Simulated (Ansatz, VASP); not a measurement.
**Be in VASP and in Ansatz**

```
Be
1.0
     1.18232    0.68261    5.71409
    -1.18232    0.68261    5.71409
     0.00000   -1.36523    5.71409
Be
3
Direct
  0.00000 0.00000 0.00000
  0.22222 0.22222 0.22222
  0.77778 0.77778 0.77778
```

Alike in both runs: task relaxation of cell and atoms; functional r2SCAN; k mesh 9 × 9 × 9; occupations gaussian, width 0.1 eV; no spin polarisation.

```csv
,VASP,Ansatz
version,VASP 6.6.1,Ansatz 0.2.0
potentials or method,"VASP PAW PBE potentials, release 64 (Be), cutoff 600 eV","scalar-relativistic, plane waves, PAW"
valence electrons in the cell,6,6
```

VASP gave:

- gap on the k mesh at the Fermi level, each at its own relaxed structure (eV): none
- relaxed volume (Å³/atom): 7.89
- relaxed cell length with the largest relative difference (Å): 5.517

Problem. What did Ansatz give for the same quantities?

Solution. gap on the k mesh at the Fermi level, each at its own relaxed structure (eV): none; relaxed volume (Å³/atom): 7.90; relaxed cell length with the largest relative difference (Å): 5.517.

VASP's potentials were made for PBE, not for r2SCAN. A gap of «none» marks a metal or a gap that the smearing closes.
